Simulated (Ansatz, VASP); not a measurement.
# WC in VASP and in Ansatz

Contents of INCAR:

```
PREC = Accurate
ENCUT = 520
EDIFF = 1E-6
ISMEAR = 0
SIGMA = 0.15
LREAL = False
LASPH = True
NELM = 60
ALGO = Normal
ISIF = 2
LWAVE = False
LCHARG = False
GGA = PE
NBANDS = 16
```

KPOINTS

```
regular mesh
0
Gamma
  24 24 22
```

Contents of POSCAR:

```
WC
1.0
    3.1555133836      0.0000000000      0.0000000000
   -1.5777566919      2.7327547522      0.0000000000
    0.0000000000      0.0000000000      2.9609589170
W C
1 1
Direct
    0.0000000000      0.0000000000      0.0000000000
    0.6666666667      0.3333333333      0.5000000000
```

Input for Ansatz:

```yaml
crystal:
  lattice:
    - [3.1555133836, 0.0, 0.0]
    - [-1.5777566919, 2.7327547522, 0.0]
    - [0.0, 0.0, 2.960958917]
  atoms:
    - { symbol: W, position: [0.0, 0.0, 0.0] }
    - { symbol: C, position: [0.6666666667, 0.3333333333, 0.5] }
basis:
  ecutwfc: 420
kpoints:
  mp_grid: { grid: [24, 24, 22] }
hamiltonian:
  xc: pbe
scf:
  occupations: { method: gaussian, width: 0.15 }
output:
  forces: true
  stress: true
  eigenvalues: true
```

Change from the starting cell: strain +0.080 along x and y, +0.040 along z, atoms carried along.

Alike in both runs: task single point; functional PBE; k mesh 24 × 24 × 22; occupations gaussian, width 0.15 eV; no spin polarisation.

```csv
,VASP,Ansatz
version,VASP 6.6.1,Ansatz 0.2.0
potentials or method,"VASP PAW PBE potentials, release 64 (W_sv, C), cutoff 520 eV","scalar-relativistic, plane waves, PAW"
valence electrons in the cell,18,18
```

```tsv
	VASP	Ansatz	Ansatz less VASP
gap on the k mesh at the Fermi level (eV)	none	none	-
pressure (GPa)	-47.3	-47.8	-0.44
traceless stress, the component that is largest in VASP (GPa)	5.75	5.64	-0.110
```

A gap of «none» marks a metal or a gap that the smearing closes. Both programs put the cell under strong tension, so it lies far from rest at this level.

Neither program's run includes spin-orbit coupling. Noted on VASP's run: the cell as given lies far from equilibrium.
